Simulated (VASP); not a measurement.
A run of VASP 6.6.1 is set up as follows.

File INCAR:

```
SYSTEM = CaO
PREC = Accurate
ENCUT = 520
EDIFF = 1E-6
ISMEAR = 0
SIGMA = 0.01
LREAL = .FALSE.
LASPH = .TRUE.
NELM = 80
ALGO = Normal
ISIF = 2
LWAVE = .FALSE.
LCHARG = .TRUE.
GGA = PE
LELF = .TRUE.
LVHAR = .TRUE.
NBANDS = 15
```

KPOINTS

```
Automatic mesh
0
G
  6 6 6
  0 0 0
```

The input POSCAR:

```
CaO
1.0
    0.0000000000      2.3975501260      2.3975501260
    2.3975501260      0.0000000000      2.3975501260
    2.3975501260      2.3975501260      0.0000000000
Ca O
1 1
Direct
    0.0000000000      0.0000000000      0.0000000000
    0.5000000000      0.5000000000      0.5000000000
```

Potentials or basis: VASP PAW PBE potentials, release 64 (Ca_sv, O).

The run is started by

```sh
$ cat potpaw_PBE.64/Ca_sv/POTCAR potpaw_PBE.64/O/POTCAR > POTCAR
$ mpirun -np 1 vasp_std > vasp.out
```

(1) Estimate the pressure.

(2) What does it give for the band gap on the k mesh?

## Answers

(1) 3.1 GPa.

(2) 3.63 eV, indirect (least direct gap 4.01 eV).
